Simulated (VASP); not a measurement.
Input of a VASP 6.6.1 run:

File INCAR:

```
  PREC = Accurate
  ENCUT = 520
  EDIFF = 1E-7
  ISMEAR = 0
  SIGMA = 0.15
  LREAL = False
  LASPH = True
  NELM = 100
  ALGO = Normal
  ISIF = 2
  LWAVE = False
  LCHARG = False
  NBANDS = 8
```

File KPOINTS:

```
Automatic mesh
0
Gamma
  24 24 24
```

File POSCAR:

```
Si
1.0
    2.5432791415      0.0000000000      0.0000000000
   -1.2716395708      2.2025443455      0.0000000000
    0.0000000000      0.0000000000      2.4707612060
Si
1
Direct
    0.0000000000      0.0000000000      0.0000000000
```

Potentials or basis: VASP PAW LDA potentials, release 64 (Si).

Command:

```sh
$ cat potpaw_LDA.64/Si/POTCAR > POTCAR
$ mpirun -np 1 vasp_std > vasp.out
```

Problem. Estimate the pressure.

Solution. 6.6 GPa.

Problem. Predict the band gap on the k mesh.

Solution. Zero (band 2 reaches 17.64 eV, above the bottom of band 3 at 5.66 eV).

Stress tensor (GPa, compression positive):
```
9.52 0.00 0.00
0.00 9.52 0.00
0.00 0.00 0.66
```

Caveat: the cell differs from its parent crystal (strain -0.025 along x and y, +0.000 along z).
